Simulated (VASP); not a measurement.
# CdF2 (Fm-3m) in VASP: a series of runs

Aim: see how the results for CdF2 move with the level of theory and the settings. Levels: PBE+D3(BJ), PBE+D4, PBEsol+D3(BJ). Tasks: relaxation of cell and atoms.

Program: VASP 6.6.1. These are calculated values, not measurements. Logs are shortened: lines on timing, memory, paths and dates and some standing lists are left out, and cuts for length are marked.

### 1 The cell of the first run

Symmetry: Fm-3m, No. 225, cubic system. The conventional cell has a = 5.388 Å, b = 5.388 Å, c = 5.388 Å, α = 90.00°, β = 90.00°, γ = 90.00°. Within 3.1 Å of Cd (site symmetry m-3m) lie 8 F at 2.33 Å. Within 3.1 Å of F (site symmetry -43m) lie 4 Cd at 2.33 Å and 6 F at 2.69 Å.

### 2 Relaxation of cell and atoms, PBE+D3(BJ)

Input file INCAR:

```
PREC = Accurate
ENCUT = 600
EDIFF = 1E-6
ISMEAR = -1
SIGMA = 0.05
LREAL = False
LASPH = True
NELM = 80
ALGO = Normal
ISIF = 3
LWAVE = False
LCHARG = False
GGA = PE
IVDW = 12
IBRION = 2
NSW = 60
EDIFFG = -0.01
```

Input file KPOINTS:

```
regular mesh
0
Gamma
  9 9 9
```

Input file POSCAR:

```
CdF2
1.0
    0.0000000000      2.6940000000      2.6940000000
    2.6940000000      0.0000000000      2.6940000000
    2.6940000000      2.6940000000      0.0000000000
Cd F
1 2
Direct
    0.0000000000      0.0000000000      0.0000000000
    0.7500000000      0.7500000000      0.7500000000
    0.2500000000      0.2500000000      0.2500000000
```

Potentials or basis: VASP PAW PBE potentials, release 64 (Cd, F).

Run with:

```console
$ cat potpaw_PBE.64/Cd/POTCAR potpaw_PBE.64/F/POTCAR > POTCAR
$ mpirun -np 1 vasp_std > vasp.out
```

OUTCAR:

```text
PREC = Accurate
   ENCUT = 600
   EDIFF = 1E-6
   ISMEAR = -1
   LREAL = False
   LASPH = True
   NELM = 80
   ISIF = 3
   GGA = PE
   IVDW = 12
   IBRION = 2
   NSW = 60
   EDIFFG = -0.01
 IVDW          = 12

 ion  position               nearest neighbor table
   1  0.000  0.000  0.000-   2 2.33   2 2.33   2 2.33   2 2.33   3 2.33   3 2.33   3 2.33   3 2.33

   2  0.750  0.750  0.750-   1 2.33   1 2.33   1 2.33   1 2.33
   3  0.250  0.250  0.250-   1 2.33   1 2.33   1 2.33   1 2.33

  LATTYP: Found a face centered cubic cell.
 ALAT       =     5.3880000000

  Lattice vectors:

 A1 = (   0.0000000000,   2.6940000000,   2.6940000000)
 A2 = (   2.6940000000,   0.0000000000,   2.6940000000)
 A3 = (   2.6940000000,   2.6940000000,   0.0000000000)

Analysis of symmetry for initial positions (statically):
=====================================================================
 Subroutine PRICEL returns:
 Original cell was already a primitive cell.

 Routine SETGRP: Setting up the symmetry group for a
 face centered cubic supercell.

 Subroutine GETGRP returns: Found 48 space group operations
[... 9 lines left out ...]

 Routine SETGRP: Setting up the symmetry group for a
 face centered cubic supercell.

 Subroutine GETGRP returns: Found 48 space group operations
[... 11 lines left out ...]
                                     Primitive cell

  volume of cell :      39.1041

  direct lattice vectors                    reciprocal lattice vectors
     0.000000000  2.694000000  2.694000000    -0.185597624  0.185597624  0.185597624
     2.694000000  0.000000000  2.694000000     0.185597624 -0.185597624  0.185597624
     2.694000000  2.694000000  0.000000000     0.185597624  0.185597624 -0.185597624

  length of vectors
     3.809891337  3.809891337  3.809891337     0.321464515  0.321464515  0.321464515

  position of ions in fractional coordinates (direct lattice)
     0.000000000  0.000000000  0.000000000
     0.750000000  0.750000000  0.750000000
     0.250000000  0.250000000  0.250000000

  ion indices of the primitive-cell ions
   primitive index   ion index
                 1           1
                 2           2
                 3           3

----------------------------------------------------------------------------------------

 KPOINTS: regular mesh

Automatic generation of k-mesh.
 Grid dimensions read from file:
 generate k-points for:    9    9    9

 Generating k-lattice:

  Cartesian coordinates                     Fractional coordinates (reciprocal lattice)
    -0.020621958  0.020621958  0.020621958     0.111111111  0.000000000  0.000000000
     0.020621958 -0.020621958  0.020621958     0.000000000  0.111111111  0.000000000
     0.020621958  0.020621958 -0.020621958     0.000000000  0.000000000  0.111111111

  Length of vectors
     0.035718279  0.035718279  0.035718279

  Shift w.r.t. Gamma in fractional coordinates (k-lattice)
     0.000000000  0.000000000  0.000000000

 Subroutine IBZKPT returns following result:
 ===========================================

 Found     35 irreducible k-points:

 Following reciprocal coordinates:
            Coordinates               Weight
  0.000000  0.000000  0.000000      1.000000
  0.111111  0.000000  0.000000      8.000000
  0.222222  0.000000  0.000000      8.000000
  0.333333  0.000000  0.000000      8.000000
  0.444444  0.000000  0.000000      8.000000
  0.111111  0.111111  0.000000      6.000000
[... 16 lines left out ...]
 -0.333333  0.333333  0.000000     12.000000
  0.444444  0.444444  0.000000      6.000000
 [... further k-points ...]
   k-points           NKPTS =     35   k-points in BZ     NKDIM =     35   number of bands    NBANDS=     17
   number of dos      NEDOS =    301   number of ions     NIONS =      3
   total plane-waves  NPLWV =  27000
   dimension x,y,z NGX =    30 NGY =   30 NGZ =   30
   dimension x,y,z NGXF=    60 NGYF=   60 NGZF=   60
   ions per type =               1   2
   NGX,Y,Z   is equivalent  to a cutoff of  13.09, 13.09, 13.09 a.u.
   NGXF,Y,Z  is equivalent  to a cutoff of  26.18, 26.18, 26.18 a.u.
 SYSTEM =  unknown system
   PREC   = accura    normal or accurate (medium, high low for compatibility)
   ISTART =      0    job   : 0-new  1-cont  2-samecut
   ICHARG =      2    charge: 1-file 2-atom 10-const
   ISPIN  =      1    spin polarized calculation?
   LNONCOLLINEAR =      F non collinear calculations
   LSORBIT =      F    spin-orbit coupling
   LASPH  =      T    aspherical Exc in radial PAW
   ENCUT  =  600.0 eV  44.10 Ry    6.64 a.u.   7.61  7.61  7.61*2*pi/ulx,y,z
   NELM   =     80;   NELMIN=  2; NELMDL= -5     # of ELM steps
   EDIFF  = 0.1E-05   stopping-criterion for ELM
   LREAL  =      F    real-space projection
   EDIFFG = -.1E-01   stopping-criterion for IOM
   NSW    =     60    number of steps for IOM
   IBRION =      2    ionic relax: 0-MD 1-quasi-New 2-CG
   NFREE  =      1    steps in history (QN), initial steepest desc. (CG)
   ISIF   =      3    stress and relaxation
   ISYM   =      2    0-nonsym 1-usesym 2-fastsym
   POTIM  = 0.5000    time-step for ionic-motion
   TEBEG  =    0.0;   TEEND  =   0.0 temperature during run
   PSTRESS=    0.0 pullay stress
   NELECT =      26.0000    total number of electrons
   NUPDOWN=      -1.0000    fix difference up-down
   EMIN   =  10.00;   EMAX   =-10.00  energy-range for DOS
   EFERMI =   0.00;   METHOD = LEGACY
   ISMEAR =    -1;   SIGMA  =   0.05  broadening in eV -4-tet -1-fermi 0-gaus
   EFERMI_NEDOS =   21; number of points for ismear=-14 and -15
   IALGO  =     38    algorithm
   IMIX   =      4    mixing-type and parameters
     AMIX     =   0.40;   BMIX     =  1.00
     AMIX_MAG =   1.60;   BMIX_MAG =  1.00
  volume/ion in A,a.u.               =      13.03        87.96
  Fermi-wavevector in a.u.,A,eV,Ry     =   1.428867  2.700166 27.778468  2.041660
  Thomas-Fermi vector in A             =   2.548882
   LORBIT       =      0    0 simple, 1 ext, 2 COOP (PROOUT), +10 PAW based schemes
   GGA     = PE    functional components
   LHFCALC =     F    Hartree Fock is set to
   AEXX    =    0.0000 exact exchange contribution
   IVDW    =    12    specifies the selected vdW correction
   LEPSILON=     F    determine dielectric tensor
   LRPA    =     F    only Hartree local field effects (RPA)
 conjugate gradient relaxation of ions
 non-spin polarized calculation
  energy-cutoff  :      600.00
  volume of cell :       39.10
 maximum number of plane-waves:      1324
   NGX = 15   NGY = 15   NGZ = 15

--------------------------------------- Ionic step        1  -------------------------------------------

 number of electron      25.9999977 magnetization

 Free energy of the ion-electron system (eV)
  ---------------------------------------------------
  ext. energy  EPLUGINS =         0.00000000
  ---------------------------------------------------
  free energy    TOTEN  =       -10.86303744 eV

  energy without entropy =      -10.86303744  energy(sigma->0) =      -10.86303744

------------------------ aborting loop because EDIFF is reached ----------------------------------------

 Edisp (eV)   -0.50225

 E8    (eV) :    -0.1899

  FORCE on cell =-STRESS in cart. coord.  units (eV):
  Direction    XX          YY          ZZ          XY          YZ          ZX
  --------------------------------------------------------------------------------------
  -------------------------------------------------------------------------------------
  Total       0.96339     0.96339     0.96339    -0.00000     0.00000     0.00000
  in kB      39.47190    39.47190    39.47190    -0.00000     0.00000     0.00000
  external pressure =       39.47 kB  Pullay stress =        0.00 kB
[... 63 lines left out ...]
  energy  without entropy=      -11.3812680561  energy(sigma->0) =      -11.38126806

--------------------------------------- Ionic step        3  -------------------------------------------

 number of electron      25.9999988 magnetization

 Free energy of the ion-electron system (eV)
  ---------------------------------------------------
  ext. energy  EPLUGINS =         0.00000000
  ---------------------------------------------------
  free energy    TOTEN  =       -10.89828537 eV

  energy without entropy =      -10.89828537  energy(sigma->0) =      -10.89828537

 E-fermi :  -0.4193     XC(G=0): -10.2159

 val. band max:       -1.6077150248   @ k =  -0.3333   0.4444   0.2222
 cond. band min:       1.3613543127   @ k =   0.0000   0.0000   0.0000
 fundamental gap:      2.9690693375
 Fermi energy:        -0.4193409640

 k-point     1 :       0.0000    0.0000    0.0000
  band No.  band energies     occupation
      1     -22.1901      2.00000
      2     -21.1828      2.00000
      3      -7.0942      2.00000
      4      -7.0942      2.00000
      5      -7.0942      2.00000
      6      -6.0388      2.00000
[... 9 lines left out ...]
     16      10.9490      0.00000
     17      10.9490      0.00000
[... 443 lines left out ...]
      1     -21.7794      2.00000
      2     -21.5101      2.00000
      3      -6.8199      2.00000
      4      -6.2948      2.00000
      5      -6.2948      2.00000
      6      -5.9384      2.00000
[... 9 lines left out ...]
     16      10.5618      0.00000
     17      12.3446      0.00000

 [... further k-points ...]

------------------------ aborting loop because EDIFF is reached ----------------------------------------

 Edisp (eV)   -0.48415

 E8    (eV) :    -0.1832

  FORCE on cell =-STRESS in cart. coord.  units (eV):
  Direction    XX          YY          ZZ          XY          YZ          ZX
  --------------------------------------------------------------------------------------
  -------------------------------------------------------------------------------------
  Total       0.00204     0.00204     0.00204    -0.00000    -0.00000     0.00000
  in kB       0.08044     0.08044     0.08044    -0.00000    -0.00000     0.00000
  external pressure =        0.08 kB  Pullay stress =        0.00 kB
[... 18 lines left out ...]
  FREE ENERGIE OF THE ION-ELECTRON SYSTEM (eV)
  ---------------------------------------------------
  free  energy   TOTEN  =       -11.3824394802 eV

  energy  without entropy=      -11.3824394802  energy(sigma->0) =      -11.38243948

 reached required accuracy - stopping structural energy minimisation
```

Run time: 27 s. Hardware: 1 thread of Intel Xeon 6975P-C (Granite Rapids), shared host; peak memory 0.19 GiB.

What came out:

- Free energy: -11.3824 eV
- Relaxed volume: 13.52 Å³/atom
- Relaxed cell: a = 3.856 Å, b = 3.856 Å, c = 3.856 Å, α = 60.00°, β = 60.00°, γ = 60.00°
- Space group after relaxing (to 0.05 Å): Fm-3m (No. 225)
- Energy gained by relaxing: 5.7 meV/atom
- Ionic steps: 3
- Pressure after relaxing: 0.0 GPa
- Band gap on the k mesh: 2.97 eV, indirect (least direct gap 3.48 eV)
- Dispersion energy per atom: -0.161 eV

Step by step:
```csv
step,energy change (eV),largest force (eV/Å),pressure (GPa),volume (Å³)
1,0.0000,0.0000,3.95,39.10
2,-0.0160,0.0000,-0.94,40.95
3,-0.0172,0.0000,0.01,40.55
```

Final structure:
```yaml
crystal:
  lattice:
    - [0.00000, 2.72678, 2.72678]
    - [2.72678, 0.00000, 2.72678]
    - [2.72678, 2.72678, 0.00000]
  atoms:
    - { symbol: Cd, position: [0.00000, 0.00000, 0.00000] }
    - { symbol: F, position: [0.75000, 0.75000, 0.75000] }
    - { symbol: F, position: [0.25000, 0.25000, 0.25000] }
```

Levels at points of the mesh, in eV from the valence-band top:
| k point | band 11 | band 12 | band 13 | band 14 | band 15 | band 16 |
| --- | --- | --- | --- | --- | --- | --- |
| (0.00, 0.00, 0.00) | -0.51 | -0.51 | -0.51 | 2.97 | 12.56 | 12.56 |

A k mesh can miss the band edges. Zero-point motion and thermal expansion aren't in these numbers.

### 3 Relaxation of cell and atoms, PBE+D4

Input file INCAR:

```
PREC = Accurate
ENCUT = 600
EDIFF = 1E-6
ISMEAR = -1
SIGMA = 0.05
LREAL = F
LASPH = T
NELM = 80
ALGO = Normal
ISIF = 3
LWAVE = F
LCHARG = F
GGA = PE
IVDW = 13
IBRION = 2
NSW = 60
EDIFFG = -0.01
```

KPOINTS is that of step 2.

POSCAR is that of step 2.

Potentials or basis: VASP PAW PBE potentials, release 64 (Cd, F).

Run with:

```console
$ cat potpaw_PBE.64/Cd/POTCAR potpaw_PBE.64/F/POTCAR > POTCAR
$ mpirun -np 1 vasp_std > vasp.out
```

It took 30 s on 1 thread of Intel Xeon 6975P-C (Granite Rapids), shared host; peak memory 0.18 GiB.

It converged, with:

```yaml
Free_energy: -11.4096 eV
Relaxed_volume: 13.52 Å³/atom
Relaxed_cell: a = 3.857 Å, b = 3.857 Å, c = 3.857 Å, α = 60.00°, β = 60.00°, γ = 60.00°
Space_group_after_relaxing_to_0.05_Å: Fm-3m (No. 225)
Energy_gained_by_relaxing: 5.8 meV/atom
Ionic_steps: 3
Pressure_after_relaxing: 0.0 GPa
Band_gap_on_the_k_mesh: 2.97 eV, indirect (least direct gap 3.48 eV)
Dispersion_energy_per_atom: -0.170 eV
```

Step by step:
| step | energy change (eV) | largest force (eV/Å) | pressure (GPa) | volume (Å³) |
| --- | --- | --- | --- | --- |
| 1 | 0.0000 | 0.0000 | 3.97 | 39.10 |
| 2 | -0.0162 | 0.0000 | -0.95 | 40.96 |
| 3 | -0.0174 | 0.0000 | 0.01 | 40.56 |

Final structure:
```yaml
crystal:
  lattice:
    - [0.00000, 2.72697, 2.72697]
    - [2.72697, 0.00000, 2.72697]
    - [2.72697, 2.72697, 0.00000]
  atoms:
    - { symbol: Cd, position: [0.00000, 0.00000, 0.00000] }
    - { symbol: F, position: [0.75000, 0.75000, 0.75000] }
    - { symbol: F, position: [0.25000, 0.25000, 0.25000] }
```

Levels at points of the mesh, in eV from the valence-band top:
```csv
k point,band 9,band 10,band 11,band 12,band 13,band 14,band 15,band 16,band 17
"(0.00, 0.00, 0.00)",-0.85,-0.85,-0.51,-0.51,-0.51,2.97,12.56,12.56,12.56
```

(Part 1 of 2 ends here.)
